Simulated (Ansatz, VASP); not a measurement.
## Al2As5 in VASP and in Ansatz

```
CELL_PARAMETERS angstrom
1.90089 1.09748 11.03533
-1.90089 1.09748 11.03533
0.00000 -2.19496 11.03533
ATOMIC_POSITIONS crystal
Al 0.07264 0.07264 0.07264
Al 0.92736 0.92736 0.92736
As 0.21628 0.21628 0.21628
As 0.78372 0.78372 0.78372
As 0.35829 0.35829 0.35829
As 0.64171 0.64171 0.64171
As 0.50000 0.50000 0.50000
```

Change from the starting cell: species swapped into the B5W2 type (R-3m, No. 166).

Alike in both runs: functional PBE; k mesh 12 × 12 × 12; occupations gaussian, width 0.1 eV; no spin polarisation.

Ansatz relaxed the structure, and its values are those at the end. VASP's run is a single point on that final structure, the one shown.

```csv
,VASP,Ansatz
version,VASP 6.6.1,Ansatz 0.2.0
potentials or method,"VASP PAW PBE potentials, release 64 (Al, As), cutoff 520 eV","scalar-relativistic, plane waves, PAW"
valence electrons in the cell,31,81
```

VASP gave:

| Item | Value |
| --- | --- |
| gap on the k mesh at the Fermi level (eV) | none |
| pressure (GPa) | 0.1 |

Q: Which values does Ansatz return?

A: gap on the k mesh at the Fermi level (eV): none; pressure (GPa): 0.0.

A gap of «none» marks a metal or a gap that the smearing closes. VASP's potentials hold 31 valence electrons a cell and Ansatz's 81, so a difference there can come from the potentials and not from the codes.
